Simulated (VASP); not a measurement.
Write the native input for VASP 6.6.1 that does the following.

- Task: single point
- Functional: PBE
- Potentials or basis: VASP PAW PBE potentials, release 64 (Al, N)
- Cutoff: 520 eV
- k mesh: 6 × 6 × 6
- Occupations: gaussian, width 0.1 eV
- Spin: no spin polarisation
- Dipole correction: no
- Further INCAR settings: ALGO = Normal; EDIFF = 1e-07; NBANDS = 21

The structure of AlN lies in POSCAR:

```
AlN
1.0
    1.9196869500     -4.4807288700      0.0000000000
    1.9196869500      4.4807288700      0.0000000000
   -1.9196869500      0.0000000000      3.6673576400
Al N
3 3
Direct
    0.1272342300      0.1272342300      0.2544684600
    0.8727657700      0.8727657700      0.7455315400
    0.3541378600      0.6458621400      0.5000000000
    0.1458621400      0.8541378600      0.5000000000
    0.6458621400      0.3541378600      0.5000000000
    0.8541378600      0.1458621400      0.5000000000
```

The cell was built from a structure type or drawn by symmetry, and may not be a known phase.

These files were run (other wordings do the same):

INCAR

```
SYSTEM = AlN
ALGO = Normal
EDIFF = 1E-7
ENCUT = 520
GGA = PE
ISIF = 2
ISMEAR = 0
LASPH = .True.
LCHARG = .False.
LREAL = .False.
LWAVE = .False.
NBANDS = 21
NELM = 100
PREC = Accurate
SIGMA = 0.1
```

KPOINTS

```
k-points
0
Gamma
  6 6 6
  0 0 0
```

Potentials or basis: VASP PAW PBE potentials, release 64 (Al, N).

Run with:

```sh
$ cat potpaw_PBE.64/Al/POTCAR potpaw_PBE.64/N/POTCAR > POTCAR
$ mpirun -np 1 vasp_std > vasp.out
```

It gave:

```yaml
Pressure: 77.7 GPa
Largest_force: 18.508 eV/Å
Band_gap_on_the_k_mesh: zero (bands 12 and 13 overlap by 0.76 eV)
```

Caveat: the cell stands under pressure; semilocal functionals underestimate gaps, so a narrow gap can read as zero; forces of over 1 eV/Å act on the atoms, so gaps and moduli don't describe the material at rest.

Run time: 59 s on 1 thread of AMD EPYC 9R45 96-Core Processor (Zen 5), with other jobs on the host, peak memory 0.19 GiB.
